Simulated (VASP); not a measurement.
# Mg (P6/mmm) in VASP: relaxation of cell and atoms with PBE

Aim: the relaxation of cell and atoms of Mg with PBE.

Everything below comes from runs of VASP 6.6.1. Logs are shortened: lines on timing, memory, paths and dates and some standing lists are left out, and cuts for length are marked.

**1. The cell of the first run**

It takes space group P6/mmm (No. 191, hexagonal). Conventional cell: a = 4.495 Å, b = 4.495 Å, c = 2.725 Å, α = 90.00°, β = 90.00°, γ = 120.00°. Mg (site symmetry -6m2) has 5 Mg at 2.60 to 2.72 Å within 3.4 Å.

The cell was generated, and may not be a known phase.

**2. Relaxation of cell and atoms, PBE**

Contents of INCAR:

```
SYSTEM = Mg
PREC     = Accurate       ! precision mode
ENCUT    = 840            ! plane-wave cutoff, eV
EDIFF    = 1E-7           ! SCF threshold, eV
ISMEAR   = 0              ! smearing method
SIGMA    = 0.1            ! smearing width, eV
LREAL    = .FALSE.        ! projectors in reciprocal space
LASPH    = .TRUE.         ! aspherical terms in the spheres
NELM     = 120            ! most SCF steps
ALGO     = Normal         ! electronic algorithm
ISIF     = 3              ! what is computed and relaxed
LWAVE    = .FALSE.        ! write WAVECAR
LCHARG   = .FALSE.        ! write CHGCAR
GGA      = PE             ! functional
IBRION   = 2              ! ionic algorithm
NSW      = 90             ! ionic steps
EDIFFG   = -0.04          ! ionic threshold
GGA_COMPAT= .FALSE.      
NELMIN   = 4
```

Contents of KPOINTS:

```
regular mesh
0
G
  6 6 6
  0 0 0
```

Contents of POSCAR:

```
Mg
1.0
    4.4948588000      0.0000000000      0.0000000000
   -2.2474294000      3.8926619100      0.0000000000
    0.0000000000      0.0000000000      2.7245897600
Mg
2
Direct
    0.3333333300      0.6666666700      0.0000000000
    0.6666666700      0.3333333300      0.0000000000
```

Potentials or basis: VASP PAW PBE potentials, release 64 (Mg_sv).

The run is started by

```bash
> cat potpaw_PBE.64/Mg_sv/POTCAR > POTCAR
> mpirun -np 1 vasp_std > vasp.out
```

OUTCAR:

```text
SYSTEM = Mg
   PREC = Accurate
   ENCUT = 840
   EDIFF = 1E-7
   ISMEAR = 0
   LREAL = .FALSE.
   LASPH = .TRUE.
   NELM = 120
   ISIF = 3
   GGA = PE
   IBRION = 2
   NSW = 90
   EDIFFG = -0.04
   NELMIN = 4

 ion  position               nearest neighbor table
   1  0.333  0.667  0.000-
   2  0.667  0.333  0.000-

  LATTYP: Found a hexagonal cell.
 ALAT       =     4.4948588000
 C/A-ratio  =     0.6061569187

  Lattice vectors:

 A1 = (   4.4948588000,   0.0000000000,   0.0000000000)
 A2 = (  -2.2474294000,   3.8926619100,   0.0000000000)
 A3 = (   0.0000000000,   0.0000000000,   2.7245897600)

Analysis of symmetry for initial positions (statically):
=====================================================================
 Subroutine PRICEL returns:
 Original cell was already a primitive cell.

 Routine SETGRP: Setting up the symmetry group for a
 hexagonal supercell.

 Subroutine GETGRP returns: Found 24 space group operations
 (whereof 24 operations were pure point group operations)
 out of a pool of 24 trial point group operations.

The static configuration has the point symmetry D_6h.

Analysis of symmetry for dynamics (positions and initial velocities):
=====================================================================
 Subroutine PRICEL returns:
 Original cell was already a primitive cell.

 Routine SETGRP: Setting up the symmetry group for a
 hexagonal supercell.

 Subroutine GETGRP returns: Found 24 space group operations
 (whereof 24 operations were pure point group operations)
 out of a pool of 24 trial point group operations.

The dynamic configuration has the point symmetry D_6h.

 Subroutine INISYM returns: Found 24 space group operations
 (whereof 24 operations are pure point group operations),
 and found     1 'primitive' translations

----------------------------------------------------------------------------------------

                                     Primitive cell

  volume of cell :      47.6721

  direct lattice vectors                    reciprocal lattice vectors
     4.494858800  0.000000000  0.000000000     0.222476399  0.128446809  0.000000000
    -2.247429400  3.892661910  0.000000000     0.000000000  0.256893618  0.000000000
     0.000000000  0.000000000  2.724589760     0.000000000  0.000000000  0.367027732

  length of vectors
     4.494858800  4.494858802  2.724589760     0.256893618  0.256893618  0.367027732

  position of ions in fractional coordinates (direct lattice)
     0.333333330  0.666666670  0.000000000
     0.666666670  0.333333330  0.000000000

  ion indices of the primitive-cell ions
   primitive index   ion index
                 1           1
                 2           2

----------------------------------------------------------------------------------------

 KPOINTS: regular mesh

Automatic generation of k-mesh.
 Grid dimensions read from file:
 generate k-points for:    6    6    6

 Generating k-lattice:

  Cartesian coordinates                     Fractional coordinates (reciprocal lattice)
     0.037079400  0.021407801  0.000000000     0.166666667 -0.000000000  0.000000000
     0.000000000  0.042815603  0.000000000     0.000000000  0.166666667  0.000000000
     0.000000000  0.000000000  0.061171289     0.000000000  0.000000000  0.166666667

  Length of vectors
     0.042815603  0.042815603  0.061171289

  Shift w.r.t. Gamma in fractional coordinates (k-lattice)
     0.000000000  0.000000000  0.000000000

 Subroutine IBZKPT returns following result:
 ===========================================

 Found     28 irreducible k-points:

 Following reciprocal coordinates:
            Coordinates               Weight
  0.000000  0.000000  0.000000      1.000000
  0.166667  0.000000  0.000000      6.000000
  0.333333 -0.000000  0.000000      6.000000
  0.500000  0.000000  0.000000      3.000000
  0.166667  0.166667  0.000000      6.000000
  0.333333  0.166667  0.000000     12.000000
[... 16 lines left out ...]
  0.166667  0.000000  0.500000      6.000000
  0.333333 -0.000000  0.500000      6.000000
 [... further k-points ...]
   k-points           NKPTS =     28   k-points in BZ     NKDIM =     28   number of bands    NBANDS=     14
   number of dos      NEDOS =    301   number of ions     NIONS =      2
   total plane-waves  NPLWV =  49392
   dimension x,y,z NGX =    42 NGY =   42 NGZ =   28
   dimension x,y,z NGXF=    84 NGYF=   84 NGZF=   56
   ions per type =               2
   NGX,Y,Z   is equivalent  to a cutoff of  15.53, 15.53, 17.08 a.u.
   NGXF,Y,Z  is equivalent  to a cutoff of  31.07, 31.07, 34.17 a.u.
 SYSTEM =  Mg
   PREC   = accura    normal or accurate (medium, high low for compatibility)
   ISTART =      0    job   : 0-new  1-cont  2-samecut
   ICHARG =      2    charge: 1-file 2-atom 10-const
   ISPIN  =      1    spin polarized calculation?
   LNONCOLLINEAR =      F non collinear calculations
   LSORBIT =      F    spin-orbit coupling
   LASPH  =      T    aspherical Exc in radial PAW
   ENCUT  =  840.0 eV  61.74 Ry    7.86 a.u.  10.62 10.62  6.44*2*pi/ulx,y,z
   NELM   =    120;   NELMIN=  4; NELMDL= -5     # of ELM steps
   EDIFF  = 0.1E-06   stopping-criterion for ELM
   LREAL  =      F    real-space projection
   EDIFFG = -.4E-01   stopping-criterion for IOM
   NSW    =     90    number of steps for IOM
   IBRION =      2    ionic relax: 0-MD 1-quasi-New 2-CG
   NFREE  =      1    steps in history (QN), initial steepest desc. (CG)
   ISIF   =      3    stress and relaxation
   ISYM   =      2    0-nonsym 1-usesym 2-fastsym
   POTIM  = 0.5000    time-step for ionic-motion
   TEBEG  =    0.0;   TEEND  =   0.0 temperature during run
   PSTRESS=    0.0 pullay stress
   NELECT =      20.0000    total number of electrons
   NUPDOWN=      -1.0000    fix difference up-down
   EMIN   =  10.00;   EMAX   =-10.00  energy-range for DOS
   EFERMI =   0.00;   METHOD = LEGACY
   ISMEAR =     0;   SIGMA  =   0.10  broadening in eV -4-tet -1-fermi 0-gaus
   EFERMI_NEDOS =   21; number of points for ismear=-14 and -15
   IALGO  =     38    algorithm
   IMIX   =      4    mixing-type and parameters
     AMIX     =   0.40;   BMIX     =  1.00
     AMIX_MAG =   1.60;   BMIX_MAG =  1.00
  volume/ion in A,a.u.               =      23.84       160.85
  Fermi-wavevector in a.u.,A,eV,Ry     =   1.225548  2.315949 20.435503  1.501967
  Thomas-Fermi vector in A             =   2.360582
   LORBIT       =      0    0 simple, 1 ext, 2 COOP (PROOUT), +10 PAW based schemes
   GGA     = PE    functional components
   LHFCALC =     F    Hartree Fock is set to
   AEXX    =    0.0000 exact exchange contribution
   IVDW    =     0    specifies the selected vdW correction
   LEPSILON=     F    determine dielectric tensor
   LRPA    =     F    only Hartree local field effects (RPA)
 conjugate gradient relaxation of ions
 non-spin polarized calculation
 Gauss-broadening in eV      SIGMA  =   0.10
  energy-cutoff  :      840.00
  volume of cell :       47.67
 maximum number of plane-waves:      2671
   NGX = 21   NGY = 21   NGZ = 13

--------------------------------------- Ionic step        1  -------------------------------------------

 number of electron      19.9999977 magnetization

 Free energy of the ion-electron system (eV)
  ---------------------------------------------------
  ext. energy  EPLUGINS =         0.00000000
  ---------------------------------------------------
  free energy    TOTEN  =        -1.28318002 eV

  energy without entropy =       -1.27883694  energy(sigma->0) =       -1.28100848

------------------------ aborting loop because EDIFF is reached ----------------------------------------

  FORCE on cell =-STRESS in cart. coord.  units (eV):
  Direction    XX          YY          ZZ          XY          YZ          ZX
  --------------------------------------------------------------------------------------
  -------------------------------------------------------------------------------------
  Total        3.8323093      3.8323093      2.4647010      0.0000000     -0.0000000      0.0000000
  in kB      128.7974544    128.7974546     82.8344454      0.0000000     -0.0000000      0.0000000
  external PRESSURE =     113.4764515 kB  Pullay stress =       0.0000000 kB
[... 201 lines left out ...]
  energy  without entropy=       -1.8114846342  energy(sigma->0) =       -1.81395382

--------------------------------------- Ionic step        7  -------------------------------------------

 number of electron      19.9999953 magnetization

 Free energy of the ion-electron system (eV)
  ---------------------------------------------------
  ext. energy  EPLUGINS =         0.00000000
  ---------------------------------------------------
  free energy    TOTEN  =        -1.81710147 eV

  energy without entropy =       -1.81278949  energy(sigma->0) =       -1.81494548

 E-fermi :   0.4607     XC(G=0):  -7.3452

 val. band max:        0.4387272978   @ k =   0.5000   0.0000   0.5000
 cond. band min:       0.5706477959   @ k =   0.3333  -0.0000   0.0000
 fundamental gap:      0.1319204981
 Fermi energy:         0.4606771699

 k-point     1 :       0.0000    0.0000    0.0000
  band No.  band energies     occupation
      1     -75.6427      2.00000
      2     -75.6386      2.00000
      3     -42.4299      2.00000
      4     -42.4299      2.00000
      5     -42.4045      2.00000
      6     -42.4045      2.00000
      7     -42.3719      2.00000
      8     -42.3677      2.00000
      9      -4.9944      2.00000
     10       1.3593      0.00000
     11       1.3593      0.00000
     12       1.9037      0.00000
     13       3.4109      0.00000
     14       3.4109      0.00000
[... 375 lines left out ...]
 k-point    24 :       0.3333   -0.0000    0.5000
  band No.  band energies     occupation
      1     -75.6386      2.00000
      2     -75.6362      2.00000
      3     -42.4268      2.00000
      4     -42.4210      2.00000
      5     -42.4135      2.00000
      6     -42.4100      2.00000
      7     -42.4052      2.00000
      8     -42.3995      2.00000
      9      -0.0581      2.00000
     10       0.0974      2.00000
     11       2.2687      0.00000
     12       2.5168      0.00000
     13       4.1385      0.00000
     14       5.1757      0.00000

 [... further k-points ...]

------------------------ aborting loop because EDIFF is reached ----------------------------------------

  FORCE on cell =-STRESS in cart. coord.  units (eV):
  Direction    XX          YY          ZZ          XY          YZ          ZX
  --------------------------------------------------------------------------------------
  -------------------------------------------------------------------------------------
  Total        0.0133409      0.0133409     -0.0086225      0.0000000     -0.0000000      0.0000000
  in kB        0.3198677      0.3198677     -0.2067374      0.0000000     -0.0000000      0.0000000
  external PRESSURE =       0.1443327 kB  Pullay stress =       0.0000000 kB
[... 17 lines left out ...]
  FREE ENERGIE OF THE ION-ELECTRON SYSTEM (eV)
  ---------------------------------------------------
  free  energy   TOTEN  =        -1.8171014676 eV

  energy  without entropy=       -1.8127894864  energy(sigma->0) =       -1.81494548

 reached required accuracy - stopping structural energy minimisation
```

Wall time 4.1 min (1 thread of AMD EPYC 7R43 (Zen 3), shared host); peak memory 0.18 GiB.

What came out:

| Item | Value |
| --- | --- |
| Free energy | -1.8171 eV |
| Relaxed volume | 33.41 Å³/atom |
| Relaxed cell | a = 5.135 Å, b = 5.135 Å, c = 2.926 Å, α = 90.00°, β = 90.00°, γ = 120.00° |
| Space group after relaxing (to 0.1 Å) | P6/mmm (No. 191) |
| Energy gained by relaxing | 267.0 meV/atom |
| Ionic steps | 7 |
| Pressure after relaxing | 0.0 GPa |
| Band gap on the k mesh | zero (bands 10 and 11 overlap by 3.42 eV) |

Step by step:
```tsv
step	energy change (eV)	largest force (eV/Å)	pressure (GPa)	volume (Å³)
1	0.0000	0.0000	11.35	47.67
2	-0.4888	0.0000	2.11	60.28
3	-0.5266	0.0000	0.50	64.73
4	-0.5306	0.0000	0.02	66.60
5	-0.5307	0.0000	-0.08	67.06
6	-0.5332	0.0000	-0.05	66.92
7	-0.5339	0.0000	0.01	66.82
```

Final structure:
```cif
data_structure
_symmetry_space_group_name_H-M 'P 1'
_symmetry_Int_Tables_number 1
_cell_length_a 5.1351
_cell_length_b 5.1351
_cell_length_c 2.9261
_cell_angle_alpha 90.000
_cell_angle_beta 90.000
_cell_angle_gamma 120.000
_cell_volume 66.82
loop_
_atom_site_label
_atom_site_type_symbol
_atom_site_fract_x
_atom_site_fract_y
_atom_site_fract_z
_atom_site_occupancy
Mg1 Mg 0.33333 0.66667 0.00000 1
Mg2 Mg 0.66667 0.33333 0.00000 1
```

Levels at points of the mesh, in eV from the Fermi level:
| k point | band 6 | band 7 | band 8 | band 9 | band 10 | band 11 | band 12 | band 13 | band 14 |
| --- | --- | --- | --- | --- | --- | --- | --- | --- | --- |
| (0.00, 0.00, 0.00) | -42.87 | -42.83 | -42.83 | -5.46 | 0.90 | 0.90 | 1.44 | 2.95 | 2.95 |
| (0.50, 0.00, 0.00) | -42.86 | -42.83 | -42.83 | -4.13 | -3.12 | -0.05 | 1.32 | 7.38 | 7.40 |
| (0.00, 0.00, 0.50) | -42.87 | -42.86 | -42.86 | -1.18 | -1.13 | 4.17 | 4.39 | 4.39 | 5.52 |
| (0.50, 0.00, 0.50) | -42.87 | -42.87 | -42.86 | -0.02 | 0.28 | 1.01 | 1.09 | 3.53 | 4.54 |

Caveat: the k points lie up to 0.36 Å⁻¹ apart in the final cell, too coarse for converged energies and pressures of a metal; the volume moved by over 15 % at a fixed basis, so the end points are rough.

The gap in the log of VASP goes by the Fermi energy; the results here count the filled bands.